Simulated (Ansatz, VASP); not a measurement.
MgO: VASP beside Ansatz

```
Mg O
1.0
     2.08062   -2.08062    0.00000
     2.08062    0.00000   -2.08062
     9.70865    9.18850    8.66835
Mg O
6 6
Direct
  0.00000 0.91509 0.33966
  0.33333 0.28616 0.18870
  0.66667 0.54401 0.49061
  0.00000 0.80187 0.79253
  0.33333 0.17294 0.64157
  0.66667 0.65723 0.03774
  0.66667 0.60062 0.26418
  0.00000 0.97170 0.11322
  0.33333 0.22955 0.41513
  0.66667 0.48740 0.71705
  0.00000 0.85848 0.56609
  0.33333 0.11633 0.86801
```

Alike in both runs: task single point; functional LDA; k mesh 9 × 9 × 2; occupations gaussian, width 0.05 eV; no spin polarisation.

```csv
,VASP,Ansatz
version,VASP 6.6.1,Ansatz 0.2.0
potentials or method,"VASP PAW LDA potentials, release 64 (Mg, O), cutoff 520 eV","scalar-relativistic, plane waves, PAW"
valence electrons in the cell,48,96
```

```csv
,VASP,Ansatz,Ansatz less VASP
gap on the k mesh at the Fermi level (eV),none,none,-
pressure (GPa),-2.9,-1.4,+1.56
"traceless stress, the component that is largest in VASP (GPa)",-4.05,-4.09,-0.039
rms of the force components (eV/Å),0.585,0.591,+0.0061
```

Ansatz warns that its potentials were made for another functional, while VASP's fit it. LDA's correlation is that of Perdew and Zunger in VASP and of Perdew and Wang (1992) in Ansatz. Atom by atom the forces differ by 0.009 eV/Å (rms over components). A gap of «none» marks a metal or a gap that the smearing closes. VASP's potentials hold 48 valence electrons a cell and Ansatz's 96, so a difference there can come from the potentials and not from the codes.
